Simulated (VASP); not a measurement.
# Hg (P6_3/mmc) in VASP: single point with LDA

Aim: the single point of Hg with LDA.

All numbers are computed with VASP 6.6.1; they aren't measurements. Logs are shortened: lines on timing, memory, paths and dates and some standing lists are left out, and cuts for length are marked.

## 1. The cell of the first run

It takes space group P6_3/mmc (No. 194, hexagonal). Conventional cell: a = 3.442 Å, b = 3.442 Å, c = 11.062 Å, α = 90.00°, β = 90.00°, γ = 120.00°. Within 4.5 Å of Hg (site symmetry -3m) lie 12 Hg at 3.41 to 3.44 Å. Hg (site symmetry -6m2) has 12 Hg at 3.41 to 3.44 Å within 4.5 Å.

## 2. Single point, LDA

INCAR reads:

```
SYSTEM = Hg
PREC = Accurate
ENCUT = 520
EDIFF = 1E-6
ISMEAR = 1
SIGMA = 0.1
LREAL = .FALSE.
LASPH = .TRUE.
NELM = 60
ALGO = Normal
ISIF = 2
LWAVE = .FALSE.
LCHARG = .FALSE.
GGA = CA
NBANDS = 32
```

KPOINTS reads:

```
Automatic mesh
0
G
  9 9 3
  0 0 0
```

POSCAR reads:

```
Hg
1.0
    3.4419410000      0.0000000000      0.0000000000
   -1.7209705000      2.9808083443      0.0000000000
    0.0000000000      0.0000000000     11.0623310000
Hg
4
Direct
    0.0000000000      0.0000000000      0.0000000000
    0.3333333333      0.6666666667      0.2500000000
    0.0000000000      0.0000000000      0.5000000000
    0.6666666667      0.3333333333      0.7500000000
```

Potentials or basis: VASP PAW LDA potentials, release 64 (Hg).

Launch:

```
cat potpaw_LDA.64/Hg/POTCAR > POTCAR
mpirun -np 1 vasp_std > vasp.out
```

OUTCAR:

```text
SYSTEM = Hg
   PREC = Accurate
   ENCUT = 520
   EDIFF = 1E-6
   ISMEAR = 1
   LREAL = .FALSE.
   LASPH = .TRUE.
   NELM = 60
   ISIF = 2
   GGA = CA

 ion  position               nearest neighbor table
   1  0.000  0.000  0.000-   2 3.41   4 3.41   2 3.41   4 3.41   4 3.41   2 3.41
   2  0.333  0.667  0.250-   1 3.41   3 3.41   1 3.41   3 3.41   1 3.41   3 3.41
   3  0.000  0.000  0.500-   2 3.41   4 3.41   2 3.41   4 3.41   4 3.41   2 3.41
   4  0.667  0.333  0.750-   1 3.41   3 3.41   1 3.41   3 3.41   1 3.41   3 3.41

  LATTYP: Found a hexagonal cell.
 ALAT       =     3.4419410000
 C/A-ratio  =     3.2139804256

  Lattice vectors:

 A1 = (   3.4419410000,   0.0000000000,   0.0000000000)
 A2 = (  -1.7209705000,   2.9808083443,   0.0000000000)
 A3 = (   0.0000000000,   0.0000000000,  11.0623310000)

Analysis of symmetry for initial positions (statically):
=====================================================================
 Subroutine PRICEL returns:
 Original cell was already a primitive cell.

 Routine SETGRP: Setting up the symmetry group for a
 hexagonal supercell.

 Subroutine GETGRP returns: Found 24 space group operations
 (whereof 12 operations were pure point group operations)
 out of a pool of 24 trial point group operations.

The static configuration has the point symmetry D_3d.
 The point group associated with its full space group is D_6h.

Analysis of symmetry for dynamics (positions and initial velocities):
=====================================================================
 Subroutine PRICEL returns:
 Original cell was already a primitive cell.

 Routine SETGRP: Setting up the symmetry group for a
 hexagonal supercell.

 Subroutine GETGRP returns: Found 24 space group operations
 (whereof 12 operations were pure point group operations)
 out of a pool of 24 trial point group operations.

The dynamic configuration has the point symmetry D_3d.
 The point group associated with its full space group is D_6h.

 Subroutine INISYM returns: Found 24 space group operations
 (whereof 12 operations are pure point group operations),
 and found     1 'primitive' translations

----------------------------------------------------------------------------------------

                                     Primitive cell

  volume of cell :     113.4969

  direct lattice vectors                    reciprocal lattice vectors
     3.441941000  0.000000000  0.000000000     0.290533742  0.167739734  0.000000000
    -1.720970500  2.980808344  0.000000000     0.000000000  0.335479469  0.000000000
     0.000000000  0.000000000 11.062331000     0.000000000  0.000000000  0.090396861

  length of vectors
     3.441941000  3.441941000 11.062331000     0.335479469  0.335479469  0.090396861

  position of ions in fractional coordinates (direct lattice)
     0.000000000  0.000000000  0.000000000
     0.333333333  0.666666667  0.250000000
     0.000000000  0.000000000  0.500000000
     0.666666667  0.333333333  0.750000000

  ion indices of the primitive-cell ions
   primitive index   ion index
                 1           1
                 2           2
                 3           3
                 4           4

----------------------------------------------------------------------------------------

 KPOINTS: Automatic mesh

Automatic generation of k-mesh.
 Grid dimensions read from file:
 generate k-points for:    9    9    3

 Generating k-lattice:

  Cartesian coordinates                     Fractional coordinates (reciprocal lattice)
     0.032281527  0.018637748  0.000000000     0.111111111  0.000000000  0.000000000
     0.000000000  0.037275497  0.000000000     0.000000000  0.111111111  0.000000000
     0.000000000  0.000000000  0.030132287     0.000000000  0.000000000  0.333333333

  Length of vectors
     0.037275497  0.037275497  0.030132287

  Shift w.r.t. Gamma in fractional coordinates (k-lattice)
     0.000000000  0.000000000  0.000000000

 Subroutine IBZKPT returns following result:
 ===========================================

 Found     24 irreducible k-points:

 Following reciprocal coordinates:
            Coordinates               Weight
  0.000000  0.000000  0.000000      1.000000
  0.111111  0.000000  0.000000      6.000000
  0.222222 -0.000000  0.000000      6.000000
  0.333333  0.000000  0.000000      6.000000
  0.444444 -0.000000  0.000000      6.000000
  0.111111  0.111111  0.000000      6.000000
[... 16 lines left out ...]
  0.333333  0.222222  0.333333     24.000000
  0.333333  0.333333  0.333333      4.000000
   k-points           NKPTS =     24   k-points in BZ     NKDIM =     24   number of bands    NBANDS=     32
   number of dos      NEDOS =    301   number of ions     NIONS =      4
   total plane-waves  NPLWV =  65856
   dimension x,y,z NGX =    28 NGY =   28 NGZ =   84
   dimension x,y,z NGXF=    56 NGYF=   56 NGZF=  168
   ions per type =               4
   NGX,Y,Z   is equivalent  to a cutoff of  13.52, 13.52, 12.62 a.u.
   NGXF,Y,Z  is equivalent  to a cutoff of  27.05, 27.05, 25.25 a.u.
 SYSTEM =  Hg
   PREC   = accura    normal or accurate (medium, high low for compatibility)
   ISTART =      0    job   : 0-new  1-cont  2-samecut
   ICHARG =      2    charge: 1-file 2-atom 10-const
   ISPIN  =      1    spin polarized calculation?
   LNONCOLLINEAR =      F non collinear calculations
   LSORBIT =      F    spin-orbit coupling
   LASPH  =      T    aspherical Exc in radial PAW
   ENCUT  =  520.0 eV  38.22 Ry    6.18 a.u.   6.40  6.40 20.57*2*pi/ulx,y,z
   NELM   =     60;   NELMIN=  2; NELMDL= -5     # of ELM steps
   EDIFF  = 0.1E-05   stopping-criterion for ELM
   LREAL  =      F    real-space projection
   EDIFFG = 0.1E-04   stopping-criterion for IOM
   NSW    =      0    number of steps for IOM
   IBRION =     -1    ionic relax: 0-MD 1-quasi-New 2-CG
   NFREE  =      0    steps in history (QN), initial steepest desc. (CG)
   ISIF   =      2    stress and relaxation
   ISYM   =      2    0-nonsym 1-usesym 2-fastsym
   POTIM  = 0.5000    time-step for ionic-motion
   TEBEG  =    0.0;   TEEND  =   0.0 temperature during run
   PSTRESS=    0.0 pullay stress
   NELECT =      48.0000    total number of electrons
   NUPDOWN=      -1.0000    fix difference up-down
   EMIN   =  10.00;   EMAX   =-10.00  energy-range for DOS
   EFERMI =   0.00;   METHOD = LEGACY
   ISMEAR =     1;   SIGMA  =   0.10  broadening in eV -4-tet -1-fermi 0-gaus
   EFERMI_NEDOS =   21; number of points for ismear=-14 and -15
   IALGO  =     38    algorithm
   IMIX   =      4    mixing-type and parameters
     AMIX     =   0.40;   BMIX     =  1.00
     AMIX_MAG =   1.60;   BMIX_MAG =  1.00
  volume/ion in A,a.u.               =      28.37       191.48
  Fermi-wavevector in a.u.,A,eV,Ry     =   1.228836  2.322163 20.545308  1.510038
  Thomas-Fermi vector in A             =   2.363746
   LORBIT       =      0    0 simple, 1 ext, 2 COOP (PROOUT), +10 PAW based schemes
   GGA     = CA    functional components
   LHFCALC =     F    Hartree Fock is set to
   AEXX    =    0.0000 exact exchange contribution
   IVDW    =     0    specifies the selected vdW correction
   LEPSILON=     F    determine dielectric tensor
   LRPA    =     F    only Hartree local field effects (RPA)
 non-spin polarized calculation
 Methfessel and Paxton  Order N= 1 SIGMA  =   0.10
  energy-cutoff  :      520.00
  volume of cell :      113.50
 maximum number of plane-waves:      3097
 NGX is ok and might be reduce to    28
   NGX = 13   NGY = 13   NGZ = 41

 number of electron      48.0000000 magnetization

 Free energy of the ion-electron system (eV)
  ---------------------------------------------------
  ext. energy  EPLUGINS =         0.00000000
  ---------------------------------------------------
  free energy    TOTEN  =        -3.29107016 eV

  energy without entropy =       -3.28965336  energy(sigma->0) =       -3.29059789

 E-fermi :   0.7097     XC(G=0): -10.2275

 val. band max:        0.6797156759   @ k =   0.1111   0.0000   0.0000
 cond. band min:       0.7288743509   @ k =   0.2222   0.2222   0.0000
 fundamental gap:      0.0491586750
 Fermi energy:         0.7097040763

 k-point     1 :       0.0000    0.0000    0.0000
  band No.  band energies     occupation
      1      -6.5607      2.00000
      2      -5.9181      2.00000
      3      -5.7854      2.00000
      4      -5.7740      2.00000
      5      -5.2996      2.00000
      6      -5.2996      2.00000
[... 24 lines left out ...]
     31      12.9143      0.00000
     32      12.9656      0.00000

 k-point     2 :       0.1111    0.0000    0.0000
  band No.  band energies     occupation
      1      -6.3315      2.00000
      2      -5.8170      2.00000
      3      -5.6413      2.00000
      4      -5.6248      2.00000
      5      -5.3438      2.00000
      6      -5.3247      2.00000
[... 24 lines left out ...]
     31      10.8800      0.00000
     32      12.2605      0.00000

 k-point     3 :       0.2222   -0.0000    0.0000
  band No.  band energies     occupation
      1      -5.8414      2.00000
      2      -5.6977      2.00000
      3      -5.5294      2.00000
      4      -5.4976      2.00000
      5      -5.4524      2.00000
      6      -5.4143      2.00000
[... 24 lines left out ...]
     31       9.3732      0.00000
     32      10.2904      0.00000

 k-point     4 :       0.3333    0.0000    0.0000
  band No.  band energies     occupation
      1      -5.8264      2.00000
      2      -5.7865      2.00000
      3      -5.7387      2.00000
      4      -5.5875      2.00000
      5      -5.5777      2.00000
      6      -5.3874      2.00000
[... 24 lines left out ...]
     31       8.4262      0.00000
     32       9.0519      0.00000

 k-point     5 :       0.4444   -0.0000    0.0000
  band No.  band energies     occupation
      1      -5.9143      2.00000
      2      -5.8777      2.00000
      3      -5.8713      2.00000
      4      -5.6744      2.00000
      5      -5.6397      2.00000
      6      -5.4315      2.00000
[... 584 lines left out ...]
     31       7.1281      0.00000
     32       7.5366      0.00000

 k-point    22 :       0.2222    0.2222    0.3333
  band No.  band energies     occupation
      1      -5.6536      2.00000
      2      -5.6364      2.00000
      3      -5.5806      2.00000
      4      -5.5621      2.00000
      5      -5.4271      2.00000
      6      -5.4051      2.00000
[... 24 lines left out ...]
     31       7.1873      0.00000
     32       7.4771      0.00000

 k-point    23 :       0.3333    0.2222    0.3333
  band No.  band energies     occupation
      1      -5.6951      2.00000
      2      -5.6839      2.00000
      3      -5.5744      2.00000
      4      -5.5560      2.00000
      5      -5.4846      2.00000
      6      -5.4419      2.00000
[... 24 lines left out ...]
     31       6.0135      0.00000
     32       7.1285      0.00000

 k-point    24 :       0.3333    0.3333    0.3333
  band No.  band energies     occupation
      1      -5.6615      2.00000
      2      -5.6615      2.00000
      3      -5.5739      2.00000
      4      -5.4804      2.00000
      5      -5.3800      2.00000
      6      -5.3800      2.00000
[... 24 lines left out ...]
     31       5.2574      0.00000
     32       5.2574      0.00000

------------------------ aborting loop because EDIFF is reached ----------------------------------------

  FORCE on cell =-STRESS in cart. coord.  units (eV):
  Direction    XX          YY          ZZ          XY          YZ          ZX
  --------------------------------------------------------------------------------------
  -------------------------------------------------------------------------------------
  Total       -3.0121374     -3.0121374     -3.1151667      0.0000000     -0.0000000      0.0000000
  in kB      -42.5207809    -42.5207809    -43.9751929      0.0000000     -0.0000000      0.0000000
  external PRESSURE =     -43.0055849 kB  Pullay stress =       0.0000000 kB

 VOLUME and BASIS-vectors are now :
 -----------------------------------------------------------------------------
  energy-cutoff  :      520.00
  volume of cell :      113.50
      direct lattice vectors                 reciprocal lattice vectors
     3.441941000  0.000000000  0.000000000     0.290533742  0.167739734  0.000000000
    -1.720970500  2.980808344  0.000000000     0.000000000  0.335479469  0.000000000
     0.000000000  0.000000000 11.062331000     0.000000000  0.000000000  0.090396861

 POSITION                                       TOTAL-FORCE (eV/Angst)
 -----------------------------------------------------------------------------------
      0.00000      0.00000      0.00000        -0.000000      0.000000      0.000000
     -0.00000      1.98721      2.76558         0.000000      0.000000      0.000000
      0.00000      0.00000      5.53117         0.000000      0.000000      0.000000
      1.72097      0.99360      8.29675        -0.000000     -0.000000     -0.000000
 -----------------------------------------------------------------------------------
    total drift:                                0.000000     -0.000000      0.000000

  FREE ENERGIE OF THE ION-ELECTRON SYSTEM (eV)
  ---------------------------------------------------
  free  energy   TOTEN  =        -3.2910701551 eV

  energy  without entropy=       -3.2896533576  energy(sigma->0) =       -3.29059789
```

It took 1.8 min on 1 thread of AMD EPYC 7R43 (Zen 3), shared host; peak memory 0.18 GiB.

What came out:

- Free energy: -3.2911 eV
- Pressure: -4.3 GPa
- Band gap on the k mesh: zero (bands 24 and 25 overlap by 0.43 eV)

Caveat: the cell stands under tension; spin-orbit coupling is left out, which moves the levels of the heavy elements.
